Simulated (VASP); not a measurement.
Wanted: the native input for a VASP 6.6.1 run.

```yaml
Task: electric field gradients
Functional: PBE
Potentials_or_basis: VASP PAW PBE potentials, release 64 (Si, O)
Cutoff: 520 eV
k_mesh: 4 × 4 × 3
Occupations: fermi-dirac, width 0.02 eV
Spin: no spin polarisation
Dipole_correction: no
Further_INCAR_settings: ALGO = Normal; EDIFF = 1e-08; NBANDS = 44
```

The structure of SiO2 (Cristobalite) lies in POSCAR:

```
SiO2
1.0
    4.9570000000      0.0000000000      0.0000000000
    0.0000000000      4.9570000000      0.0000000000
    0.0000000000      0.0000000000      6.8903000000
Si O
4 8
Direct
    0.3047000000      0.3047000000      0.0000000000
    0.1953000000      0.8047000000      0.2500000000
    0.6953000000      0.6953000000      0.5000000000
    0.8047000000      0.1953000000      0.7500000000
    0.2381000000      0.1109000000      0.1826000000
    0.3891000000      0.7381000000      0.4326000000
    0.7619000000      0.8891000000      0.6826000000
    0.6109000000      0.2619000000      0.9326000000
    0.7381000000      0.3891000000      0.5674000000
    0.8891000000      0.7619000000      0.3174000000
    0.2619000000      0.6109000000      0.0674000000
    0.1109000000      0.2381000000      0.8174000000
```

The input as run:

INCAR

```
SYSTEM = SiO2
PREC = Accurate
ENCUT = 520
EDIFF = 1E-8
ISMEAR = -1
SIGMA = 0.02
LREAL = .FALSE.
LASPH = .TRUE.
NELM = 60
ALGO = Normal
ISIF = 2
LWAVE = .FALSE.
LCHARG = .FALSE.
GGA = PE
LEFG = .TRUE.
NBANDS = 44
```

KPOINTS

```
Automatic mesh
0
G
  4 4 3
  0 0 0
```

Potentials or basis: VASP PAW PBE potentials, release 64 (Si, O).

Run with:

```console
$ cat potpaw_PBE.64/Si/POTCAR potpaw_PBE.64/O/POTCAR > POTCAR
$ mpirun -np 1 vasp_std > vasp.out
```

Results of the run:

- Pressure: 6.2 GPa
- Largest force: 0.499 eV/Å
- Band gap on the k mesh: 5.77 eV, direct

Caveat: without QUAD_EFG the Cq values of the log hold for a quadrupole moment of 1 mb, not for the nuclei.

Run time: 110 s on 1 thread of AMD EPYC 7R13 Processor (Zen 3) (shared host), peak memory 0.25 GiB.
